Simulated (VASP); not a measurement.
# InSb3 (Pmm2) in VASP: a series of runs, part 2 of 2

VASP 6.6.1. Earlier steps stand in the parts before.

### 4 Single point, PBEsol (atom 2 (Sb) moved -0.270 Å along Cartesian [1 0 0])

INCAR

```
SYSTEM = InSb3
ALGO = Normal
EDIFF = 1E-6
ENCUT = 500
GGA = PS
GGA_COMPAT = .FALSE.
ISIF = 2
ISMEAR = 0
LASPH = .TRUE.
LCHARG = .FALSE.
LREAL = .FALSE.
LWAVE = .FALSE.
NBANDS = 22
NELM = 120
PREC = Accurate
SIGMA = 0.15
```

KPOINTS

```
k-points
0
G
  10 10 10
  0 0 0
```

POSCAR

```
InSb3
1.0
    4.7282366893      0.0000000000      0.0000000000
    0.0000000000      4.7282366893      0.0000000000
    0.0000000000      0.0000000000      4.7282366893
In Sb
1 3
Direct
    0.0000000000      0.0000000000      0.0000000000
    0.4428962597      0.0000000000      0.5000000000
    0.0000000000      0.5000000000      0.5000000000
    0.5000000000      0.5000000000      0.0000000000
```

Potentials or basis: VASP PAW PBE potentials, release 64 (In_d, Sb).

Launch:

```
> cat potpaw_PBE.64/In_d/POTCAR potpaw_PBE.64/Sb/POTCAR > POTCAR
> mpirun -np 1 vasp_std > vasp.out
```

OUTCAR:

```text
SYSTEM = InSb3
   EDIFF = 1E-6
   ENCUT = 500
   GGA = PS
   ISIF = 2
   ISMEAR = 0
   LASPH = .TRUE.
   LREAL = .FALSE.
   NELM = 120
   PREC = Accurate

 ion  position               nearest neighbor table
   1  0.000  0.000  0.000-   2 3.16   2 3.16   4 3.34   3 3.34   3 3.34   3 3.34   4 3.34   3 3.34
                             4 3.34   4 3.34   2 3.54   2 3.54
   2  0.443  0.000  0.500-   1 3.16   3 3.16   1 3.16   3 3.16   4 3.35   4 3.35   4 3.35   4 3.35
                             1 3.54   3 3.54   1 3.54   3 3.54
   3  0.000  0.500  0.500-   2 3.16   2 3.16   4 3.34   1 3.34   4 3.34   1 3.34   1 3.34   1 3.34
                             4 3.34   4 3.34   2 3.54   2 3.54
   4  0.500  0.500  0.000-   1 3.34   3 3.34   3 3.34   1 3.34   1 3.34   3 3.34   3 3.34   1 3.34
                             2 3.35   2 3.35   2 3.35   2 3.35

  LATTYP: Found a simple cubic cell.
 ALAT       =     4.7282366893

  Lattice vectors:

 A1 = (   4.7282366893,   0.0000000000,   0.0000000000)
 A2 = (   0.0000000000,   4.7282366893,   0.0000000000)
 A3 = (   0.0000000000,   0.0000000000,   4.7282366893)

Analysis of symmetry for initial positions (statically):
=====================================================================
 Subroutine PRICEL returns:
 Original cell was already a primitive cell.

 Routine SETGRP: Setting up the symmetry group for a
 simple cubic supercell.

 Subroutine GETGRP returns: Found  4 space group operations
 (whereof  4 operations were pure point group operations)
 out of a pool of 48 trial point group operations.

The static configuration has the point symmetry C_2v.

Analysis of symmetry for dynamics (positions and initial velocities):
=====================================================================
 Subroutine PRICEL returns:
 Original cell was already a primitive cell.

 Routine SETGRP: Setting up the symmetry group for a
 simple cubic supercell.

[... 119 lines left out ...]
   NELECT =      28.0000    total number of electrons
   NUPDOWN=      -1.0000    fix difference up-down
   EMIN   =  10.00;   EMAX   =-10.00  energy-range for DOS
   EFERMI =   0.00;   METHOD = LEGACY
   ISMEAR =     0;   SIGMA  =   0.15  broadening in eV -4-tet -1-fermi 0-gaus
   EFERMI_NEDOS =   21; number of points for ismear=-14 and -15
   IALGO  =     38    algorithm
   IMIX   =      4    mixing-type and parameters
     AMIX     =   0.40;   BMIX     =  1.00
     AMIX_MAG =   1.60;   BMIX_MAG =  1.00
  volume/ion in A,a.u.               =      26.43       178.33
  Fermi-wavevector in a.u.,A,eV,Ry     =   1.051385  1.986829 15.040012  1.105410
  Thomas-Fermi vector in A             =   2.186426
   LORBIT       =      0    0 simple, 1 ext, 2 COOP (PROOUT), +10 PAW based schemes
   GGA     = PS    functional components
   LHFCALC =     F    Hartree Fock is set to
   AEXX    =    0.0000 exact exchange contribution
   IVDW    =     0    specifies the selected vdW correction
   LEPSILON=     F    determine dielectric tensor
   LRPA    =     F    only Hartree local field effects (RPA)
 non-spin polarized calculation
 Gauss-broadening in eV      SIGMA  =   0.15
  energy-cutoff  :      500.00
  volume of cell :      105.71
 maximum number of plane-waves:      2730
   NGX = 17   NGY = 17   NGZ = 17

 number of electron      28.0000015 magnetization

 Free energy of the ion-electron system (eV)
  ---------------------------------------------------
  ext. energy  EPLUGINS =         0.00000000
  ---------------------------------------------------
  free energy    TOTEN  =       -16.03552858 eV

  energy without entropy =      -16.01787423  energy(sigma->0) =      -16.02670140

 E-fermi :   8.2651     XC(G=0): -10.3868

 val. band max:        8.2519383584   @ k =  -0.2000   0.5000   0.0000
 cond. band min:       8.2716260455   @ k =   0.0000   0.5000   0.4000
 fundamental gap:      0.0196876872
 Fermi energy:         8.2650713260

 k-point     1 :       0.0000    0.0000    0.0000
  band No.  band energies     occupation
      1      -6.1937      2.00000
      2      -6.1824      2.00000
      3      -6.1710      2.00000
      4      -6.1678      2.00000
      5      -6.1625      2.00000
      6      -4.2914      2.00000
[... 589 lines left out ...]
     21      13.7439      0.00000
     22      13.9812      0.00000

 [... further k-points ...]
[... 5 lines left out ...]
  --------------------------------------------------------------------------------------
  -------------------------------------------------------------------------------------
  Total        0.1531730      0.5294757      0.5127556      0.0000000      0.0000000      0.0000000
  in kB        2.3216412      8.0252584      7.7718316      0.0000000      0.0000000      0.0000000
  external PRESSURE =       6.0395771 kB  Pullay stress =       0.0000000 kB

 VOLUME and BASIS-vectors are now :
 -----------------------------------------------------------------------------
  energy-cutoff  :      500.00
  volume of cell :      105.71
      direct lattice vectors                 reciprocal lattice vectors
     4.728236689  0.000000000  0.000000000     0.211495334  0.000000000  0.000000000
     0.000000000  4.728236689  0.000000000     0.000000000  0.211495334  0.000000000
     0.000000000  0.000000000  4.728236689     0.000000000  0.000000000  0.211495334

 POSITION                                       TOTAL-FORCE (eV/Angst)
 -----------------------------------------------------------------------------------
      0.00000      0.00000      0.00000        -0.348598      0.000000      0.000000
      2.09412      0.00000      2.36412         0.298233      0.000000      0.000000
      0.00000      2.36412      2.36412        -0.214514      0.000000      0.000000
      2.36412      2.36412      0.00000         0.264879      0.000000      0.000000
 -----------------------------------------------------------------------------------
    total drift:                                0.000265     -0.000000      0.000000

  FREE ENERGIE OF THE ION-ELECTRON SYSTEM (eV)
  ---------------------------------------------------
  free  energy   TOTEN  =       -16.0355285777 eV

  energy  without entropy=      -16.0178742312  energy(sigma->0) =      -16.02670140
```

It took 4 min on 1 thread of Oxide Virtual Turin-like, shared host; peak memory 0.51 GiB.

What came out:

```
Free energy            : -16.0355 eV
Pressure               : 0.6 GPa
Largest force          : 0.349 eV/Å
Band gap on the k mesh : zero (bands 14 and 15 overlap by 4.81 eV)
```

Forces in eV/Å, atoms in the order of the input:
```
In  -0.349  0.000  0.000
Sb   0.298  0.000  0.000
Sb  -0.215  0.000  0.000
Sb   0.265  0.000  0.000
```

Levels at points of the mesh, in eV from the Fermi level:
| k point | band 12 | band 13 | band 14 | band 15 | band 16 | band 17 |
| --- | --- | --- | --- | --- | --- | --- |
| (0.00, 0.00, 0.00) | -3.62 | 0.45 | 0.50 | 0.52 | 1.72 | 1.79 |
| (0.50, 0.00, 0.00) | -2.14 | -2.10 | -1.22 | -0.91 | 2.22 | 2.28 |
| (0.00, 0.50, 0.00) | -2.35 | -2.28 | -0.99 | -0.79 | 2.24 | 2.25 |
| (0.00, 0.00, 0.50) | -2.27 | -2.20 | -1.06 | -0.99 | 2.02 | 2.29 |
| (0.50, 0.50, 0.00) | -1.63 | -1.43 | -1.30 | -1.13 | -0.36 | 1.16 |
| (0.00, 0.50, 0.50) | -1.65 | -1.40 | -1.13 | -0.69 | -0.31 | 0.89 |
| (0.50, 0.00, 0.50) | -1.65 | -1.53 | -1.11 | -0.60 | -0.31 | 0.97 |
| (0.50, 0.50, 0.50) | -5.16 | -4.68 | 3.68 | 3.84 | 3.85 | 3.86 |

Caveat: the cell differs from its parent crystal (atom 2 (Sb) moved -0.270 Å along Cartesian [1 0 0]); the PAW data sets were made with another functional, which shifts forces and pressure a little; spin-orbit coupling is left out, which moves the levels of the heavy elements.

### 5 Summary

```tsv
cell	gap on the mesh (eV)	pressure (GPa)	largest force (eV/Å)
as given, atomic positions A	none	1.7	0.62
as given, atomic positions B	none	1.1	0.48
as given, atomic positions C	none	0.6	0.35
```

Alike in all rows: task single point; level PBEsol; potentials or basis VASP PAW PBE potentials, release 64 (In_d, Sb); no spin polarisation; k mesh 10 × 10 × 10; cutoff (eV) 500; smearing gaussian 0.15 eV.

Caveats: the PAW data sets were made with another functional, which shifts forces and pressure a little; spin-orbit coupling is left out, which moves the levels of the heavy elements.

Total energies depend on the potentials used, so only differences within one code and one set of settings carry meaning.
